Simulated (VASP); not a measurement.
Input of a VASP 6.6.1 run:

Contents of INCAR:

```
PREC     = Accurate       # precision mode
ENCUT    = 500            # plane-wave cutoff, eV
EDIFF    = 1E-6           # SCF threshold, eV
ISMEAR   = 0              # smearing method
SIGMA    = 0.15           # smearing width, eV
LREAL    = F              # projectors in reciprocal space
LASPH    = T              # aspherical terms in the spheres
NELM     = 120            # most SCF steps
ALGO     = Normal         # electronic algorithm
ISIF     = 2              # what is computed and relaxed
LWAVE    = F              # write WAVECAR
LCHARG   = F              # write CHGCAR
GGA      = PS             # functional
IVDW     = 13             # dispersion correction
NBANDS   = 12             # bands
GGA_COMPAT= F
```

Contents of KPOINTS:

```
Automatic mesh
0
Gamma
  9 9 9
```

Contents of POSCAR:

```
Nb
1.0
   -1.6639500000      1.6639500000      1.6639500000
    1.6639500000     -1.6639500000      1.6639500000
    1.6639500000      1.6639500000     -1.6639500000
Nb
1
Direct
    0.0000000000      0.0000000000      0.0000000000
```

Potentials or basis: VASP PAW PBE potentials, release 64 (Nb_sv).

Run with:

```console
$ cat potpaw_PBE.64/Nb_sv/POTCAR > POTCAR
$ mpirun -np 1 vasp_std > vasp.out
```

(1) What does it give for the dispersion energy per atom?

(2) Predict the pressure.

Results:

(1) -0.191 eV.

(2) -10.6 GPa.

Caveat: the PAW data sets were made with another functional, which shifts forces and pressure a little; pairwise dispersion overbinds metals, which lowers pressure and volume.
